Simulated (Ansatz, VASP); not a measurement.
Two plane-wave programs on Mg7Cl

The input INCAR:

```
SYSTEM = Mg7Cl
  PREC = Accurate
  ENCUT = 600
  EDIFF = 1E-6
  ISMEAR = 0
  SIGMA = 0.1
  LREAL = .FALSE.
  LASPH = .TRUE.
  NELM = 100
  ALGO = Normal
  ISIF = 3
  LWAVE = .FALSE.
  LCHARG = .FALSE.
  GGA = PE
  IBRION = 2
  NSW = 90
  EDIFFG = -0.04
```

The input KPOINTS:

```
Automatic mesh
0
G
  4 4 4
  0 0 0
```

POSCAR

```
Mg7Cl
1.0
    0.0000000000      4.1108645400      4.1108645400
    4.1108645400      0.0000000000      4.1108645400
    4.1108645400      4.1108645400      0.0000000000
Mg Cl
7 1
Direct
    0.5000000000      0.0000000000      0.0000000000
    0.0000000000      0.5000000000      0.5000000000
    0.0000000000      0.5000000000      0.0000000000
    0.5000000000      0.0000000000      0.5000000000
    0.0000000000      0.0000000000      0.5000000000
    0.5000000000      0.5000000000      0.0000000000
    0.5000000000      0.5000000000      0.5000000000
    0.0000000000      0.0000000000      0.0000000000
```

Input for Ansatz:

```yaml
crystal:
  lattice:
    - [0.0, 4.11086454, 4.11086454]
    - [4.11086454, 0.0, 4.11086454]
    - [4.11086454, 4.11086454, 0.0]
  atoms:
    - { symbol: Mg, position: [0.5, 0.0, 0.0] }
    - { symbol: Mg, position: [0.0, 0.5, 0.5] }
    - { symbol: Mg, position: [0.0, 0.5, 0.0] }
    - { symbol: Mg, position: [0.5, 0.0, 0.5] }
    - { symbol: Mg, position: [0.0, 0.0, 0.5] }
    - { symbol: Mg, position: [0.5, 0.5, 0.0] }
    - { symbol: Mg, position: [0.5, 0.5, 0.5] }
    - { symbol: Cl, position: [0.0, 0.0, 0.0] }
basis:
  ecutwfc: 420
kpoints:
  mp_grid: { grid: [4, 4, 4] }
hamiltonian:
  xc: pbe
scf:
  occupations: { method: gaussian, width: 0.1 }
  lower_state_search: "off"
output:
  forces: true
  stress: true
  eigenvalues: true
relax:
  adjacent_minimum: "off"
  f_tol: 0.04
  max_steps: 70
  cell: { stress_tol: 0.4 }
```

Change from the starting cell: species swapped into the MgPt7 type (Fm-3m, No. 225).

Alike in both runs: task relaxation of cell and atoms; functional PBE; k mesh 4 × 4 × 4; occupations gaussian, width 0.1 eV; no spin polarisation.

|  | VASP | Ansatz |
| --- | --- | --- |
| version | VASP 6.6.1 | Ansatz 0.2.0 |
| potentials or method | VASP PAW PBE potentials, release 64 (Mg, Cl), cutoff 600 eV | scalar-relativistic, plane waves, PAW |
| valence electrons in the cell | 21 | 77 |

VASP gave:

* gap on the k mesh at the Fermi level, each at its own relaxed structure (eV): none
* relaxed volume (Å³/atom): 23.26
* relaxed cell length with the largest relative difference (Å): 6.408

Estimate Ansatz's values.

gap on the k mesh at the Fermi level, each at its own relaxed structure (eV): none; relaxed volume (Å³/atom): 23.07; relaxed cell length with the largest relative difference (Å): 6.391.

A gap of «none» marks a metal or a gap that the smearing closes. VASP's potentials hold 21 valence electrons a cell and Ansatz's 77, so a difference there can come from the potentials and not from the codes.

Noted on VASP's run: the volume moved by over 15 % at a fixed basis, so the end points are rough.
